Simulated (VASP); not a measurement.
A run of VASP 6.6.1 is set up as follows.

INCAR

```
PREC = Accurate
ENCUT = 600
EDIFF = 1E-6
ISMEAR = 0
SIGMA = 0.05
LREAL = Auto
LASPH = True
NELM = 120
ALGO = Normal
ISIF = 2
LWAVE = False
LCHARG = False
GGA = PE
NBANDS = 236
GGA_COMPAT = False
```

KPOINTS

```
Automatic mesh
0
Gamma
  2 2 2
```

Contents of POSCAR:

```
HfN
1.0
    0.0000000000      6.7680000000      6.7680000000
    6.7680000000      0.0000000000      6.7680000000
    6.7680000000      6.7680000000      0.0000000000
Hf N
27 27
Direct
    0.0000000000      0.0000000000      0.0000000000
    0.0000000000      0.0000000000      0.3333330000
    0.0000000000      0.0000000000      0.6666670000
    0.0000000000      0.3333330000      0.0000000000
    0.0000000000      0.3333330000      0.3333330000
    0.0000000000      0.3333330000      0.6666670000
    0.0000000000      0.6666670000      0.0000000000
    0.0000000000      0.6666670000      0.3333330000
    0.0000000000      0.6666670000      0.6666670000
    0.3333330000      0.0000000000      0.0000000000
    0.3333330000      0.0000000000      0.3333330000
    0.3333330000      0.0000000000      0.6666670000
    0.3333330000      0.3333330000      0.0000000000
    0.3333330000      0.3333330000      0.3333330000
    0.3333330000      0.3333330000      0.6666670000
    0.3333330000      0.6666670000      0.0000000000
    0.3333330000      0.6666670000      0.3333330000
    0.3333330000      0.6666670000      0.6666670000
    0.6666670000      0.0000000000      0.0000000000
    0.6666670000      0.0000000000      0.3333330000
    0.6666670000      0.0000000000      0.6666670000
    0.6666670000      0.3333330000      0.0000000000
    0.6666670000      0.3333330000      0.3333330000
    0.6666670000      0.3333330000      0.6666670000
    0.6666670000      0.6666670000      0.0000000000
    0.6666670000      0.6666670000      0.3333330000
    0.6666670000      0.6666670000      0.6666670000
    0.1666670000      0.1666670000      0.1666670000
    0.1666670000      0.1666670000      0.5000000000
    0.1666670000      0.1666670000      0.8333330000
    0.1666670000      0.5000000000      0.1666670000
    0.1666670000      0.5000000000      0.5000000000
    0.1666670000      0.5000000000      0.8333330000
    0.1666670000      0.8333330000      0.1666670000
    0.1666670000      0.8333330000      0.5000000000
    0.1666670000      0.8333330000      0.8333330000
    0.5000000000      0.1666670000      0.1666670000
    0.5000000000      0.1666670000      0.5000000000
    0.5000000000      0.1666670000      0.8333330000
    0.5000000000      0.5000000000      0.1666670000
    0.5000000000      0.5000000000      0.5000000000
    0.5000000000      0.5000000000      0.8333330000
    0.5000000000      0.8333330000      0.1666670000
    0.5000000000      0.8333330000      0.5000000000
    0.5000000000      0.8333330000      0.8333330000
    0.8333330000      0.1666670000      0.1666670000
    0.8333330000      0.1666670000      0.5000000000
    0.8333330000      0.1666670000      0.8333330000
    0.8333330000      0.5000000000      0.1666670000
    0.8333330000      0.5000000000      0.5000000000
    0.8333330000      0.5000000000      0.8333330000
    0.8333330000      0.8333330000      0.1666670000
    0.8333330000      0.8333330000      0.5000000000
    0.8333330000      0.8333330000      0.8333330000
```

Potentials or basis: VASP PAW PBE potentials, release 64 (Hf_pv, N).

Launch:

```sh
$ cat potpaw_PBE.64/Hf_pv/POTCAR potpaw_PBE.64/N/POTCAR > POTCAR
$ mpirun -np 1 vasp_std > vasp.out
```

(1) What does it give for the band gap on the k mesh?

(2) What does it give for the pressure?

## Answers

(1) zero (an odd number of electrons rules out a gap without spin polarisation).

(2) 3.9 GPa.

Caveat: the k points lie up to 0.40 Å⁻¹ apart, too coarse for converged energies and pressures of a metal; spin-orbit coupling is left out, which moves the levels of the heavy elements; an odd number of electrons without spin polarisation forces a metal; a magnetic or distorted state may lie lower.
